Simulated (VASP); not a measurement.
A run of VASP 6.6.1:

Contents of INCAR:

```
SYSTEM = CrPb7S8
ALGO = Normal ; EDIFF = 1E-6
ENCUT = 520 ; GGA = PS
ISIF = 2 ; ISMEAR = 0
ISPIN = 2 ; KPAR = 4
LASPH = .True. ; LCHARG = .False.
LDAU = .True. ; LDAUJ = 0 0 0
LDAUL = 2 -1 -1 ; LDAUPRINT = 1
LDAUTYPE = 2 ; LDAUU = 3 0 0
LMAXMIX = 4 ; LORBIT = 11
LREAL = Auto ; LWAVE = .False.
MAGMOM = 4 0 0 0 0 0 0 0 0 0 0 0 0 0 0 0 ; NBANDS = 97
NELM = 150 ; PREC = Accurate
SIGMA = 0.05
```

File KPOINTS:

```
k-points
0
Gamma
  3 3 3
  0 0 0
```

The input POSCAR:

```
CrPb7S8
1.0
    0.0000000000      5.9237000000      5.9237000000
    5.9237000000      0.0000000000      5.9237000000
    5.9237000000      5.9237000000      0.0000000000
Cr Pb S
1 7 8
Direct
    0.0000000000      0.0000000000      0.0000000000
    0.0000000000      0.0000000000      0.5000000000
    0.0000000000      0.5000000000      0.0000000000
    0.0000000000      0.5000000000      0.5000000000
    0.5000000000      0.0000000000      0.0000000000
    0.5000000000      0.0000000000      0.5000000000
    0.5000000000      0.5000000000      0.0000000000
    0.5000000000      0.5000000000      0.5000000000
    0.2500000000      0.2500000000      0.2500000000
    0.2368516804      0.2368516804      0.7631483196
    0.2368516804      0.7631483196      0.2368516804
    0.2368516804      0.7631483196      0.7631483196
    0.7631483196      0.2368516804      0.2368516804
    0.7631483196      0.2368516804      0.7631483196
    0.7631483196      0.7631483196      0.2368516804
    0.7500000000      0.7500000000      0.7500000000
```

Potentials or basis: VASP PAW PBE potentials, release 64 (Cr_pv, Pb_d, S).

Command:

```console
$ cat potpaw_PBE.64/Cr_pv/POTCAR potpaw_PBE.64/Pb_d/POTCAR potpaw_PBE.64/S/POTCAR > POTCAR
$ mpirun -np 4 vasp_std > vasp.out
```

Hardware: 4 MPI ranks on AMD EPYC 9R45 96-Core Processor (Zen 5), with other jobs on the host.

Q: Estimate the wall time of this run.

A: It took 2.3 min on 4 MPI ranks on AMD EPYC 9R45 96-Core Processor (Zen 5), with other jobs on the host, peak memory 0.91 GiB a rank. Counts: scf iterations 17, k points 4.
